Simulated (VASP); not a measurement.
# CoBi (rocksalt type) in VASP: further runs

Runs on CoBi (rocksalt type). Level: PBE. Tasks: electric field gradients.

Program: VASP 6.6.1. These are calculated values, not measurements. Logs are shortened: lines on timing, memory, paths and dates and some standing lists are left out, and cuts for length are marked.

## (1) The cell of the first run

The structure is trigonal, space group R-3m (No. 166). The conventional cell has a = 3.857 Å, b = 3.857 Å, c = 9.167 Å, α = 90.00°, β = 90.00°, γ = 120.00°. Co (site symmetry -3m) has 6 Bi at 2.70 Å within 3.6 Å. Bi (site symmetry -3m) has 6 Co at 2.70 Å within 3.6 Å.

## (2) Electric field gradients, PBE, collinear spin, ferromagnetic start (equal xy, yz and zx shear strains of -2 %)

File INCAR:

```
SYSTEM = CoBi
PREC = Accurate ; ENCUT = 520
EDIFF = 1E-8 ; ISMEAR = -1
SIGMA = 0.05 ; LREAL = .False.
LASPH = .True. ; NELM = 200
ALGO = Normal ; ISIF = 2
LWAVE = .False. ; LCHARG = .False.
ISPIN = 2 ; MAGMOM = 2 0
LORBIT = 11 ; LMAXMIX = 4
GGA = PE ; LEFG = .True.
NBANDS = 23 ; GGA_COMPAT = .False.
```

File KPOINTS:

```
regular mesh
0
Gamma
  13 13 13
  0 0 0
```

File POSCAR:

```
CoBi
1.0
   -0.0540066779      2.6733305565      2.6733305565
    2.6733305565     -0.0540066779      2.6733305565
    2.6733305565      2.6733305565     -0.0540066779
Co Bi
1 1
Direct
    0.0000000000      0.0000000000      0.0000000000
    0.5000000000      0.5000000000      0.5000000000
```

Potentials or basis: VASP PAW PBE potentials, release 64 (Co, Bi_d).

Run with:

```sh
$ cat potpaw_PBE.64/Co/POTCAR potpaw_PBE.64/Bi_d/POTCAR > POTCAR
$ mpirun -np 1 vasp_std > vasp.out
```

OUTCAR:

```text
SYSTEM = CoBi
   PREC = Accurate
   ENCUT = 520
   EDIFF = 1E-8
   ISMEAR = -1
   LREAL = .False.
   LASPH = .True.
   NELM = 200
   ISIF = 2
   ISPIN = 2
   LORBIT = 11
   GGA = PE

 ion  position               nearest neighbor table
   1  0.000  0.000  0.000-   2 2.70   2 2.70   2 2.70   2 2.70   2 2.70   2 2.70
   2  0.500  0.500  0.500-   1 2.70   1 2.70   1 2.70   1 2.70   1 2.70   1 2.70

  LATTYP: Found a trigonal (rhomboedric) cell.
 ALAT       =     3.7810460523
 COS(alpha) =     0.4797000918

  Lattice vectors:

 A1 = (  -0.0540066779,   2.6733305565,   2.6733305565)
 A2 = (   2.6733305565,  -0.0540066779,   2.6733305565)
 A3 = (   2.6733305565,   2.6733305565,  -0.0540066779)

Analysis of symmetry for initial positions (statically):
=====================================================================
 Subroutine PRICEL returns:
 Original cell was already a primitive cell.

 Routine SETGRP: Setting up the symmetry group for a
 trigonal (rhombohedral) supercell.

 Subroutine GETGRP returns: Found 12 space group operations
 (whereof 12 operations were pure point group operations)
 out of a pool of 12 trial point group operations.

The static configuration has the point symmetry D_3d.

Analysis of symmetry for dynamics (positions and initial velocities):
=====================================================================
 Subroutine PRICEL returns:
 Original cell was already a primitive cell.

 Routine SETGRP: Setting up the symmetry group for a
 trigonal (rhombohedral) supercell.

 Subroutine GETGRP returns: Found 12 space group operations
 (whereof 12 operations were pure point group operations)
 out of a pool of 12 trial point group operations.

The dynamic configuration has the point symmetry D_3d.

Analysis of structural, dynamic, and magnetic symmetry:
=====================================================================
 Subroutine PRICEL returns:
 Original cell was already a primitive cell.

 Routine SETGRP: Setting up the symmetry group for a
 trigonal (rhombohedral) supercell.

 Subroutine GETGRP returns: Found 12 space group operations
 (whereof 12 operations were pure point group operations)
[... 165 lines left out ...]
      6      -4.0879      1.00000
[... 613 lines left out ...]
     22      25.2679      0.00000
     23      26.5859      0.00000

 [... further k-points ...]

 spin component 2

 k-point     1 :       0.0000    0.0000    0.0000
  band No.  band energies     occupation
      1     -13.6641      1.00000
      2     -13.6641      1.00000
      3     -13.6300      1.00000
      4     -13.6297      1.00000
      5     -13.6297      1.00000
      6      -4.1097      1.00000
[... 613 lines left out ...]
     22      25.2844      0.00000
     23      26.6091      0.00000

 [... further k-points ...]

------------------------ aborting loop because EDIFF is reached ----------------------------------------

  FORCE on cell =-STRESS in cart. coord.  units (eV):
  Direction    XX          YY          ZZ          XY          YZ          ZX
  --------------------------------------------------------------------------------------
  -------------------------------------------------------------------------------------
  Total       -0.0099638     -0.0099638     -0.0099638      0.0497690      0.0497690      0.0497690
  in kB       -0.4054954     -0.4054954     -0.4054954      2.0254352      2.0254352      2.0254352
  external PRESSURE =      -0.4054954 kB  Pullay stress =       0.0000000 kB

 VOLUME and BASIS-vectors are now :
 -----------------------------------------------------------------------------
  energy-cutoff  :      520.00
  volume of cell :       39.37
      direct lattice vectors                 reciprocal lattice vectors
    -0.054006678  2.673330556  2.673330556    -0.181458293  0.185199701  0.185199701
     2.673330556 -0.054006678  2.673330556     0.185199701 -0.181458293  0.185199701
     2.673330556  2.673330556 -0.054006678     0.185199701  0.185199701 -0.181458293

 POSITION                                       TOTAL-FORCE (eV/Angst)
 -----------------------------------------------------------------------------------
      0.00000      0.00000      0.00000        -0.000000     -0.000000      0.000000
      2.64633      2.64633      2.64633         0.000000      0.000000     -0.000000
 -----------------------------------------------------------------------------------
    total drift:                                0.000000      0.000000      0.000000

  FREE ENERGIE OF THE ION-ELECTRON SYSTEM (eV)
  ---------------------------------------------------
  free  energy   TOTEN  =        -9.8463934699 eV

  energy  without entropy=       -9.8297310035  energy(sigma->0) =       -9.83806224

 Electric field gradients (V/A^2)
---------------------------------------------------------------------
 ion       V_xx      V_yy      V_zz      V_xy      V_xz      V_yz
---------------------------------------------------------------------
   1       0.000     0.000     0.000     0.573     0.573     0.573
   2      -0.000    -0.000    -0.000    16.897    16.897    16.897
---------------------------------------------------------------------

 Electric field gradients after diagonalization (V/A^2)
 (convention: |V_zz| > |V_xx| > |V_yy|)
----------------------------------------------------------------------
 ion       V_xx      V_yy      V_zz     asymmetry (V_yy - V_xx)/ V_zz
----------------------------------------------------------------------
   1      -0.573    -0.573     1.145       0.000
   2     -16.897   -16.897    33.794       0.000
----------------------------------------------------------------------

           NMR quadrupolar parameters

 Cq : quadrupolar parameter    Cq=e*Q*V_zz/h
 eta: asymmetry parameters     (V_yy - V_xx)/ V_zz
 Q  : nuclear electric quadrupole moment in mb (millibarn)
----------------------------------------------------------------------
 ion       Cq(MHz)       eta       Q (mb)
----------------------------------------------------------------------
   1       0.003       0.000       1.000
   2       0.082       0.000       1.000
----------------------------------------------------------------------

 total charge

# of ion       s       p       d       tot
------------------------------------------
    1        0.397   0.282   7.486   8.164
    2        1.459   1.487   9.948  12.894
--------------------------------------------------
tot          1.856   1.768  17.433  21.058

 magnetization (x)

# of ion       s       p       d       tot
------------------------------------------
    1        0.024   0.002   0.564   0.589
    2        0.010  -0.048   0.006  -0.032
--------------------------------------------------
tot          0.034  -0.046   0.569   0.558
```

OSZICAR:

```text
N       E                     dE             d eps       ncg     rms          rms(c)
DAV:   1     0.207777752441E+03    0.20778E+03   -0.11540E+04 21528   0.135E+03
DAV:   2     0.631027467443E+01   -0.20147E+03   -0.19321E+03 21910   0.340E+02
DAV:   3    -0.980699032034E+01   -0.16117E+02   -0.15943E+02 25314   0.997E+01
DAV:   4    -0.102660804685E+02   -0.45909E+00   -0.45874E+00 25575   0.172E+01
DAV:   5    -0.102894422045E+02   -0.23362E-01   -0.23360E-01 31379   0.357E+00    0.754E+00
DAV:   6    -0.126581059599E+02   -0.23687E+01   -0.22114E+01 26016   0.389E+01    0.173E+01
DAV:   7    -0.982536134893E+01    0.28327E+01   -0.11618E+01 24479   0.303E+01    0.171E+00
DAV:   8    -0.984567142555E+01   -0.20310E-01   -0.20112E-01 28055   0.313E+00    0.112E+00
DAV:   9    -0.984636225600E+01   -0.69083E-03   -0.22617E-02 32656   0.112E+00    0.432E-01
DAV:  10    -0.984645749546E+01   -0.95239E-04   -0.49662E-03 31624   0.442E-01    0.151E-01
DAV:  11    -0.984638721687E+01    0.70279E-04   -0.48272E-04 32872   0.177E-01    0.338E-02
DAV:  12    -0.984640045343E+01   -0.13237E-04   -0.48775E-05 28636   0.488E-02    0.287E-02
DAV:  13    -0.984639482239E+01    0.56310E-05   -0.51674E-06 32285   0.129E-02    0.883E-03
DAV:  14    -0.984639375220E+01    0.10702E-05   -0.22638E-06 29114   0.920E-03    0.414E-03
DAV:  15    -0.984639343938E+01    0.31282E-06   -0.24910E-07 25971   0.393E-03    0.151E-03
DAV:  16    -0.984639345714E+01   -0.17762E-07   -0.21788E-08 22015   0.105E-03    0.763E-04
DAV:  17    -0.984639347446E+01   -0.17317E-07   -0.16633E-08 15283   0.696E-04    0.129E-04
DAV:  18    -0.984639346988E+01    0.45802E-08   -0.19482E-09 13251   0.324E-04
   1 F= -.98463935E+01 E0= -.98380622E+01  d E =-.166625E-01  mag=     0.5426
```

stdout:

```text
POSCAR found type information on POSCAR CoBi
 POSCAR found :  2 types and       2 ions
 scaLAPACK will be used
 LDA part: xc-table for (Slater+PW92), standard interpolation
 POSCAR, INCAR and KPOINTS ok, starting setup
 FFT: planning ... GRIDC
 FFT: planning ... GRID_SOFT
 FFT: planning ... GRID
 WAVECAR not read
 entering main loop
ion   1

ion   2
```

Wall time 3.3 min (1 thread of Intel Xeon 6975P-C (Granite Rapids), shared host); peak memory 0.42 GiB.

What came out:

```
Free energy                                           : -9.8464 eV
Pressure                                              : 0.0 GPa
Net moment                                            : 0.54 μB per cell
Site moments                                          : Co +0.59; Bi -0.03 μB
Largest electric field gradient by atom               : Co +1.1; Bi +33.8 V/Å²
Valence electrons inside the program's atomic spheres : Co 8.16; Bi 12.89
```

Stress tensor (GPa, compression positive):
```
-0.04  0.20  0.20
 0.20 -0.04  0.20
 0.20  0.20 -0.04
```

Levels at points of the mesh, in eV from the Fermi level:
Spin up:
| k point | band 10 | band 11 | band 12 | band 13 | band 14 | band 15 |
| --- | --- | --- | --- | --- | --- | --- |
| (0.00, 0.00, 0.00) | -1.25 | -1.18 | 2.36 | 2.36 | 2.83 | 5.39 |
Spin down:
| k point | band 8 | band 9 | band 10 | band 11 | band 12 | band 13 | band 14 | band 15 | band 16 | band 17 |
| --- | --- | --- | --- | --- | --- | --- | --- | --- | --- | --- |
| (0.00, 0.00, 0.00) | -0.89 | -0.81 | -0.52 | -0.52 | 2.35 | 2.35 | 2.82 | 5.47 | 8.27 | 9.95 |

Electric field gradients, principal values (V/Å²):
```csv
atom,least,middle,greatest (by size)
1 Co,-0.573,-0.573,1.145
2 Bi,-16.897,-16.897,33.794
```

Caveat: the cell differs from its parent crystal (equal xy, yz and zx shear strains of -2 %); without QUAD_EFG the Cq values of the log hold for a quadrupole moment of 1 mb, not for the nuclei; spin-orbit coupling is left out, which moves the levels of the heavy elements.

(Part 1 of 2 ends here.)
